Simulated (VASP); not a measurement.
# As (Fd-3m) in VASP: further runs

The runs below take As through single point, with PBE.

Program: VASP 6.6.1. These are calculated values, not measurements. Logs are shortened: lines on timing, memory, paths and dates and some standing lists are left out, and cuts for length are marked.

### Step 1. The cell of the first run

It takes space group Fd-3m (No. 227, cubic). The conventional cell has a = 6.193 Å, b = 6.193 Å, c = 6.193 Å, α = 90.00°, β = 90.00°, γ = 90.00°. Within 3.5 Å of As (site symmetry -43m) lie 4 As at 2.68 Å.

This isn't the form of As at room conditions, which is rhombohedral.

### Step 2. Single point, PBE

INCAR

```
SYSTEM = As
PREC = Accurate ; ENCUT = 520
EDIFF = 1E-7 ; ISMEAR = -1
SIGMA = 0.06122561905347299 ; LREAL = .False.
LASPH = .True. ; NELM = 60
ALGO = Normal ; ISIF = 2
LWAVE = .False. ; LCHARG = .False.
GGA = PE ; NBANDS = 12
```

KPOINTS

```
regular mesh
0
Gamma
  31 31 31
  0 0 0
```

POSCAR

```
As
1.0
    0.0000000000      3.0963714063      3.0963714063
    3.0963714063      0.0000000000      3.0963714063
    3.0963714063      3.0963714063      0.0000000000
As
2
Direct
    0.0000000000      0.0000000000      0.0000000000
    0.2500000000      0.2500000000      0.2500000000
```

Potentials or basis: VASP PAW PBE potentials, release 64 (As).

Started as:

```
$ cat potpaw_PBE.64/As/POTCAR > POTCAR
$ mpirun -np 1 vasp_std > vasp.out
```

OUTCAR:

```text
SYSTEM = As
   PREC = Accurate
   ENCUT = 520
   EDIFF = 1E-7
   ISMEAR = -1
   LREAL = .False.
   LASPH = .True.
   NELM = 60
   ISIF = 2
   GGA = PE

 ion  position               nearest neighbor table
   1  0.000  0.000  0.000-   2 2.68   2 2.68   2 2.68   2 2.68
   2  0.250  0.250  0.250-   1 2.68   1 2.68   1 2.68   1 2.68

  LATTYP: Found a face centered cubic cell.
 ALAT       =     6.1927428126

  Lattice vectors:

 A1 = (   0.0000000000,   3.0963714063,   3.0963714063)
 A2 = (   3.0963714063,   0.0000000000,   3.0963714063)
 A3 = (   3.0963714063,   3.0963714063,   0.0000000000)

Analysis of symmetry for initial positions (statically):
=====================================================================
 Subroutine PRICEL returns:
 Original cell was already a primitive cell.

 Routine SETGRP: Setting up the symmetry group for a
 face centered cubic supercell.

 Subroutine GETGRP returns: Found 48 space group operations
 (whereof 24 operations were pure point group operations)
 out of a pool of 48 trial point group operations.

The static configuration has the point symmetry T_d .
 The point group associated with its full space group is O_h .

Analysis of symmetry for dynamics (positions and initial velocities):
=====================================================================
 Subroutine PRICEL returns:
 Original cell was already a primitive cell.

 Routine SETGRP: Setting up the symmetry group for a
 face centered cubic supercell.

 Subroutine GETGRP returns: Found 48 space group operations
 (whereof 24 operations were pure point group operations)
 out of a pool of 48 trial point group operations.

The dynamic configuration has the point symmetry T_d .
 The point group associated with its full space group is O_h .

 Subroutine INISYM returns: Found 48 space group operations
 (whereof 24 operations are pure point group operations),
 and found     1 'primitive' translations

----------------------------------------------------------------------------------------

                                     Primitive cell

  volume of cell :      59.3730

  direct lattice vectors                    reciprocal lattice vectors
     0.000000000  3.096371406  3.096371406    -0.161479336  0.161479336  0.161479336
     3.096371406  0.000000000  3.096371406     0.161479336 -0.161479336  0.161479336
     3.096371406  3.096371406  0.000000000     0.161479336  0.161479336 -0.161479336

  length of vectors
     4.378930437  4.378930437  4.378930437     0.279690415  0.279690415  0.279690415

  position of ions in fractional coordinates (direct lattice)
     0.000000000  0.000000000  0.000000000
     0.250000000  0.250000000  0.250000000

  ion indices of the primitive-cell ions
   primitive index   ion index
                 1           1
                 2           2

----------------------------------------------------------------------------------------

 KPOINTS: regular mesh

Automatic generation of k-mesh.
 Grid dimensions read from file:
 generate k-points for:   31   31   31

 Generating k-lattice:

  Cartesian coordinates                     Fractional coordinates (reciprocal lattice)
    -0.005209011  0.005209011  0.005209011     0.032258065  0.000000000  0.000000000
     0.005209011 -0.005209011  0.005209011     0.000000000  0.032258065  0.000000000
     0.005209011  0.005209011 -0.005209011     0.000000000  0.000000000  0.032258065

  Length of vectors
     0.009022271  0.009022271  0.009022271

  Shift w.r.t. Gamma in fractional coordinates (k-lattice)
     0.000000000  0.000000000  0.000000000

 Subroutine IBZKPT returns following result:
 ===========================================

 Found    816 irreducible k-points:

 Following reciprocal coordinates:
            Coordinates               Weight
  0.000000  0.000000  0.000000      1.000000
  0.032258  0.000000  0.000000      8.000000
  0.064516  0.000000  0.000000      8.000000
  0.096774  0.000000  0.000000      8.000000
  0.129032  0.000000  0.000000      8.000000
  0.161290  0.000000  0.000000      8.000000
[... 16 lines left out ...]
  0.225806  0.032258  0.000000     24.000000
  0.258065  0.032258  0.000000     24.000000
 [... further k-points ...]
   k-points           NKPTS =    816   k-points in BZ     NKDIM =    816   number of bands    NBANDS=     12
   number of dos      NEDOS =    301   number of ions     NIONS =      2
   total plane-waves  NPLWV =  46656
   dimension x,y,z NGX =    36 NGY =   36 NGZ =   36
   dimension x,y,z NGXF=    72 NGYF=   72 NGZF=   72
   ions per type =               2
   NGX,Y,Z   is equivalent  to a cutoff of  13.67, 13.67, 13.67 a.u.
   NGXF,Y,Z  is equivalent  to a cutoff of  27.33, 27.33, 27.33 a.u.
 SYSTEM =  As
   PREC   = accura    normal or accurate (medium, high low for compatibility)
   ISTART =      0    job   : 0-new  1-cont  2-samecut
   ICHARG =      2    charge: 1-file 2-atom 10-const
   ISPIN  =      1    spin polarized calculation?
   LNONCOLLINEAR =      F non collinear calculations
   LSORBIT =      F    spin-orbit coupling
   LASPH  =      T    aspherical Exc in radial PAW
   ENCUT  =  520.0 eV  38.22 Ry    6.18 a.u.   8.14  8.14  8.14*2*pi/ulx,y,z
   NELM   =     60;   NELMIN=  2; NELMDL= -5     # of ELM steps
   EDIFF  = 0.1E-06   stopping-criterion for ELM
   LREAL  =      F    real-space projection
   EDIFFG = 0.1E-05   stopping-criterion for IOM
   NSW    =      0    number of steps for IOM
   IBRION =     -1    ionic relax: 0-MD 1-quasi-New 2-CG
   NFREE  =      0    steps in history (QN), initial steepest desc. (CG)
   ISIF   =      2    stress and relaxation
   ISYM   =      2    0-nonsym 1-usesym 2-fastsym
   POTIM  = 0.5000    time-step for ionic-motion
   TEBEG  =    0.0;   TEEND  =   0.0 temperature during run
   PSTRESS=    0.0 pullay stress
   NELECT =      10.0000    total number of electrons
   NUPDOWN=      -1.0000    fix difference up-down
   EMIN   =  10.00;   EMAX   =-10.00  energy-range for DOS
   EFERMI =   0.00;   METHOD = LEGACY
   ISMEAR =    -1;   SIGMA  =   0.06  broadening in eV -4-tet -1-fermi 0-gaus
   EFERMI_NEDOS =   21; number of points for ismear=-14 and -15
   IALGO  =     38    algorithm
   IMIX   =      4    mixing-type and parameters
     AMIX     =   0.40;   BMIX     =  1.00
     AMIX_MAG =   1.60;   BMIX_MAG =  1.00
  volume/ion in A,a.u.               =      29.69       200.33
  Fermi-wavevector in a.u.,A,eV,Ry     =   0.904090  1.708483 11.121119  0.817379
  Thomas-Fermi vector in A             =   2.027495
   LORBIT       =      0    0 simple, 1 ext, 2 COOP (PROOUT), +10 PAW based schemes
   GGA     = PE    functional components
   LHFCALC =     F    Hartree Fock is set to
   AEXX    =    0.0000 exact exchange contribution
   IVDW    =     0    specifies the selected vdW correction
   LEPSILON=     F    determine dielectric tensor
   LRPA    =     F    only Hartree local field effects (RPA)
 non-spin polarized calculation
  energy-cutoff  :      520.00
  volume of cell :       59.37
 maximum number of plane-waves:      1639
 NGX is ok and might be reduce to    36
   NGX = 17   NGY = 17   NGZ = 17

 number of electron      10.0000000 magnetization

 Free energy of the ion-electron system (eV)
  ---------------------------------------------------
  ext. energy  EPLUGINS =         0.00000000
  ---------------------------------------------------
  free energy    TOTEN  =        -8.71054358 eV

  energy without entropy =       -8.69914232  energy(sigma->0) =       -8.70484295

 E-fermi :   2.5963     XC(G=0):  -8.4138

 val. band max:        2.5866671212   @ k =  -0.4839   0.3871   0.1290
 cond. band min:       2.5986768355   @ k =   0.3226   0.2258   0.0323
 fundamental gap:      0.0120097143
 Fermi energy:         2.5963393769

 k-point     1 :       0.0000    0.0000    0.0000
  band No.  band energies     occupation
      1     -10.7789      2.00000
      2      -3.6292      2.00000
      3       0.6065      2.00000
      4       0.6065      2.00000
      5       0.6065      2.00000
      6       3.2760      0.00003
      7       3.2760      0.00003
      8       3.2760      0.00003
      9       7.4286      0.00000
     10      10.4833      0.00000
     11      10.4833      0.00000
     12      12.2377      0.00000

 k-point     2 :       0.0323    0.0000    0.0000
  band No.  band energies     occupation
      1     -10.7703      2.00000
      2      -3.6663      2.00000
      3       0.5925      2.00000
      4       0.5925      2.00000
      5       0.6099      2.00000
      6       3.2933      0.00002
      7       3.2963      0.00002
      8       3.2963      0.00002
      9       7.4752      0.00000
     10      10.4284      0.00000
     11      10.4284      0.00000
     12      12.1876      0.00000

 k-point     3 :       0.0645    0.0000    0.0000
  band No.  band energies     occupation
      1     -10.7445      2.00000
      2      -3.7741      2.00000
      3       0.5523      2.00000
      4       0.5523      2.00000
      5       0.6162      2.00000
      6       3.3487      0.00001
      7       3.3550      0.00001
      8       3.3550      0.00001
      9       7.6103      0.00000
     10      10.2936      0.00000
     11      10.2936      0.00000
     12      12.0563      0.00000

 k-point     4 :       0.0968    0.0000    0.0000
  band No.  band energies     occupation
      1     -10.7019      2.00000
      2      -3.9431      2.00000
      3       0.4906      2.00000
      4       0.4906      2.00000
      5       0.6153      2.00000
      6       3.4459      0.00000
      7       3.4459      0.00000
      8       3.4511      0.00000
      9       7.8212      0.00000
     10      10.1308      0.00000
     11      10.1308      0.00000
     12      11.8835      0.00000

 k-point     5 :       0.1290    0.0000    0.0000
  band No.  band energies     occupation
      1     -10.6428      2.00000
      2      -4.1610      2.00000
      3       0.4135      2.00000
      4       0.4135      2.00000
      5       0.5978      2.00000
      6       3.5605      0.00000
      7       3.5605      0.00000
      8       3.6086      0.00000
      9       8.0878      0.00000
     10       9.9763      0.00000
     11       9.9763      0.00000
     12      11.7079      0.00000
[... 228 lines left out ...]
      1     -10.5869      2.00000
      2      -4.3502      2.00000
      3       0.2762      2.00000
      4       0.2972      2.00000
      5       0.7096      2.00000
      6       3.4597      0.00000
      7       3.7589      0.00000
      8       3.8484      0.00000
      9       8.3176      0.00000
     10       9.6487      0.00000
     11      10.0903      0.00000
     12      11.6847      0.00000

 k-point    22 :       0.1935    0.0323    0.0000
  band No.  band energies     occupation
      1     -10.5019      2.00000
      2      -4.6184      2.00000
      3       0.1847      2.00000
      4       0.1974      2.00000
      5       0.6730      2.00000
      6       3.5997      0.00000
      7       3.8975      0.00000
      8       4.0840      0.00000
      9       8.6131      0.00000
     10       9.5486      0.00000
     11      10.0014      0.00000
     12      11.5710      0.00000

 k-point    23 :       0.2258    0.0323    0.0000
  band No.  band energies     occupation
      1     -10.4028      2.00000
      2      -4.9038      2.00000
      3       0.0937      2.00000
      4       0.0954      2.00000
      5       0.6192      2.00000
      6       3.7489      0.00000
      7       4.0315      0.00000
      8       4.3649      0.00000
      9       8.8776      0.00000
     10       9.5037      0.00000
     11       9.9586      0.00000
     12      11.5280      0.00000

 k-point    24 :       0.2581    0.0323    0.0000
  band No.  band energies     occupation
      1     -10.2914      2.00000
      2      -5.1971      2.00000
      3      -0.0090      2.00000
      4       0.0115      2.00000
      5       0.5547      2.00000
      6       3.8939      0.00000
      7       4.1541      0.00000
      8       4.6876      0.00000
      9       9.0722      0.00000
     10       9.5234      0.00000
     11       9.9699      0.00000
     12      11.5671      0.00000

 [... further k-points ...]

------------------------ aborting loop because EDIFF is reached ----------------------------------------

  FORCE on cell =-STRESS in cart. coord.  units (eV):
  Direction    XX          YY          ZZ          XY          YZ          ZX
  --------------------------------------------------------------------------------------
  -------------------------------------------------------------------------------------
  Total       -0.6117759     -0.6117759     -0.6117759      0.0000000      0.0000000      0.0000000
  in kB      -16.5087364    -16.5087364    -16.5087364      0.0000000      0.0000000      0.0000000
  external PRESSURE =     -16.5087364 kB  Pullay stress =       0.0000000 kB

 VOLUME and BASIS-vectors are now :
 -----------------------------------------------------------------------------
  energy-cutoff  :      520.00
  volume of cell :       59.37
      direct lattice vectors                 reciprocal lattice vectors
     0.000000000  3.096371406  3.096371406    -0.161479336  0.161479336  0.161479336
     3.096371406  0.000000000  3.096371406     0.161479336 -0.161479336  0.161479336
     3.096371406  3.096371406  0.000000000     0.161479336  0.161479336 -0.161479336

 POSITION                                       TOTAL-FORCE (eV/Angst)
 -----------------------------------------------------------------------------------
      0.00000      0.00000      0.00000         0.000000      0.000000     -0.000000
      1.54819      1.54819      1.54819        -0.000000     -0.000000      0.000000
 -----------------------------------------------------------------------------------
    total drift:                                0.000000      0.000000     -0.000000

  FREE ENERGIE OF THE ION-ELECTRON SYSTEM (eV)
  ---------------------------------------------------
  free  energy   TOTEN  =        -8.7105435812 eV

  energy  without entropy=       -8.6991423201  energy(sigma->0) =       -8.70484295
```

Run time: 13 min. Hardware: 1 thread of Oxide Virtual Turin-like, shared host; peak memory 0.57 GiB.

What came out:

```
Free energy            : -8.7105 eV
Pressure               : -1.7 GPa
Band gap on the k mesh : zero (bands 5 and 6 overlap by 1.33 eV)
```

Levels at points of the mesh, in eV from the Fermi level:
| k point | band 3 | band 4 | band 5 | band 6 | band 7 | band 8 |
| --- | --- | --- | --- | --- | --- | --- |
| (0.00, 0.00, 0.00) | -1.99 | -1.99 | -1.99 | 0.68 | 0.68 | 0.68 |

### Step 3. Single point, PBE

This run uses another cell than the first one, of 30.26 Å³/atom.

INCAR

```
ALGO     = Normal         # electronic algorithm
EDIFF    = 1E-6           # SCF threshold, eV
ENCUT    = 520            # plane-wave cutoff, eV
GGA      = PE             # functional
ISIF     = 2              # what is computed and relaxed
ISMEAR   = -1             # smearing method
LASPH    = True           # aspherical terms in the spheres
LCHARG   = True           # write CHGCAR
LELF     = True           # ELF
LREAL    = False          # projectors in reciprocal space
LVHAR    = True         
LWAVE    = False          # write WAVECAR
NBANDS   = 12             # bands
NELM     = 100            # most SCF steps
PREC     = Accurate       # precision mode
SIGMA    = 0.06122561905347299 # smearing width, eV
```

KPOINTS

```
k-points
0
Gamma
  31 31 31
```

POSCAR

```
As
1.0
    0.0000000000      3.1160940490      3.1160940490
    3.1160940490      0.0000000000      3.1160940490
    3.1160940490      3.1160940490      0.0000000000
As
2
Direct
    0.0000000000      0.0000000000      0.0000000000
    0.2500000000      0.2500000000      0.2500000000
```

Potentials or basis: VASP PAW PBE potentials, release 64 (As).

Started as:

```
$ cat potpaw_PBE.64/As/POTCAR > POTCAR
$ mpirun -np 1 vasp_std > vasp.out
```

It took 11 min on 1 thread of Oxide Virtual Turin-like, shared host; peak memory 0.57 GiB.

It converged, with:

```yaml
Free_energy: -8.6961 eV
Pressure: -2.4 GPa
Band_gap_on_the_k_mesh: zero (bands 5 and 6 overlap by 1.27 eV)
```

Levels at points of the mesh, in eV from the Fermi level:
| k point | band 2 | band 3 | band 4 | band 5 | band 6 | band 7 | band 8 | band 9 |
| --- | --- | --- | --- | --- | --- | --- | --- | --- |
| (0.00, 0.00, 0.00) | -6.32 | -1.95 | -1.95 | -1.95 | 0.69 | 0.69 | 0.69 | 4.82 |
